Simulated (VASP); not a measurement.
The system is HfSiO4.

```xyz
6
Lattice="3.6906 0.0000 0.0000 0.0000 3.6906 0.0000 0.0000 0.0000 5.2192" Properties=species:S:1:pos:R:3 pbc="T T T"
Hf    0.0000    0.0000    0.0000
Si    1.8453    1.8453    2.6096
O     1.8453    0.0000    1.3048
O     0.0000    1.8453    3.9144
O     1.8453    0.0000    3.9144
O     0.0000    1.8453    1.3048
```

| Property | Result |
| --- | --- |
| Program | VASP 6.6.1 |
| Task | relaxation of cell and atoms |
| Functional | PBE |
| Potentials or basis | VASP PAW PBE potentials, release 64 (Hf_pv, Si, O) |
| Cutoff | 600 eV |
| k mesh | 6 × 6 × 4 |
| Occupations | gaussian, width 0.1 eV |
| Spin | no spin polarisation |

At the start: pressure -29.3 GPa; volume 11.85 Å³/atom.

Q: Where does the relaxation end?

A: Over 7 steps the energy falls by 280.8 meV/atom and the volume is 9.61 Å³/atom (-18.9 %); space group P4/mmm (No. 123, to 0.05 Å).

The path:
```csv
step,energy change (eV),largest force (eV/Å),pressure (GPa),volume (Å³)
1,0.0000,0.8045,-29.31,71.09
2,-0.6860,2.3362,43.45,51.04
3,-1.4678,1.7235,1.31,58.27
4,-1.6446,0.6781,1.82,57.02
5,-1.6739,0.0129,1.29,57.36
6,-1.6812,0.0113,-1.24,57.87
7,-1.6845,0.0118,-0.39,57.68
```

Final structure:
```
CELL_PARAMETERS angstrom
3.43101 0.00000 0.00000
0.00000 3.43101 0.00000
0.00000 0.00000 4.90023
ATOMIC_POSITIONS crystal
Hf 0.00000 0.00000 0.00000
Si 0.50000 0.50000 0.50000
O 0.50000 0.00000 0.26674
O 0.00000 0.50000 0.73326
O 0.50000 0.00000 0.73326
O 0.00000 0.50000 0.26674
```

Caveat: the volume moved by over 15 % at a fixed basis, so the end points are rough.
